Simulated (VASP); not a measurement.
Here is a VASP 6.6.1 calculation.

INCAR

```
  ALGO = Normal
  EDIFF = 1E-6
  ENCUT = 600
  GGA = PE
  GGA_COMPAT = False
  ISIF = 2
  ISMEAR = -1
  LASPH = True
  LCHARG = False
  LREAL = False
  LWAVE = False
  NBANDS = 7
  NELM = 120
  PREC = Accurate
  SIGMA = 0.05
```

The input KPOINTS:

```
k-points
0
Gamma
  10 10 10
```

The input POSCAR:

```
Mg
1.0
    0.0112212800      2.2442560000      2.2442560000
    2.2442560000      0.0112212800      2.2442560000
    2.2554772800      2.2554772800      0.0000000000
Mg
1
Direct
    0.0000000000      0.0000000000      0.0000000000
```

Potentials or basis: VASP PAW PBE potentials, release 64 (Mg).

Command:

```console
$ cat potpaw_PBE.64/Mg/POTCAR > POTCAR
$ mpirun -np 1 vasp_std > vasp.out
```

(1) What does it give for the band gap on the k mesh?

(2) What does it give for the pressure?

Answers

(1) zero (bands 1 and 2 overlap by 2.18 eV).

(2) 0.7 GPa.
